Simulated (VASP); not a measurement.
Wanted: the native input for a VASP 6.6.1 run.

```yaml
Task: single point
Functional: PBEsol
Potentials_or_basis: VASP PAW PBE potentials, release 64 (K_sv, F)
Cutoff: 520 eV
k_mesh: 8 × 8 × 8
Occupations: gaussian, width 0.01 eV
Spin: no spin polarisation
Dipole_correction: no
Further_INCAR_settings: ALGO = Normal; EDIFF = 1e-06; NBANDS = 15
```

The structure of KF lies in POSCAR:

```
KF
1.0
    0.0000000000      2.6409152924      2.6409152924
    2.6409152924      0.0000000000      2.6409152924
    2.6409152924      2.6409152924      0.0000000000
K F
1 1
Direct
    0.0000000000      0.0000000000      0.0000000000
    0.5000000000      0.5000000000      0.5000000000
```

These files were run (other wordings do the same):

INCAR

```
SYSTEM = KF
PREC = Accurate
ENCUT = 520
EDIFF = 1E-6
ISMEAR = 0
SIGMA = 0.01
LREAL = .FALSE.
LASPH = .TRUE.
NELM = 60
ALGO = Normal
ISIF = 2
LWAVE = .FALSE.
LCHARG = .TRUE.
GGA = PS
LELF = .TRUE.
LVHAR = .TRUE.
NBANDS = 15
```

KPOINTS

```
Automatic mesh
0
G
  8 8 8
  0 0 0
```

Potentials or basis: VASP PAW PBE potentials, release 64 (K_sv, F).

The run is started by

```sh
$ cat potpaw_PBE.64/K_sv/POTCAR potpaw_PBE.64/F/POTCAR > POTCAR
$ mpirun -np 1 vasp_std > vasp.out
```

It gave:

```yaml
Pressure: 0.6 GPa
Band_gap_on_the_k_mesh: 6.21 eV
```

Caveat: the PAW data sets were made with another functional, which shifts forces and pressure a little.

Wall time 14 s on 1 thread of Intel(R) Xeon(R) Platinum 8488C (Sapphire Rapids), on a shared host, peak memory 0.15 GiB.
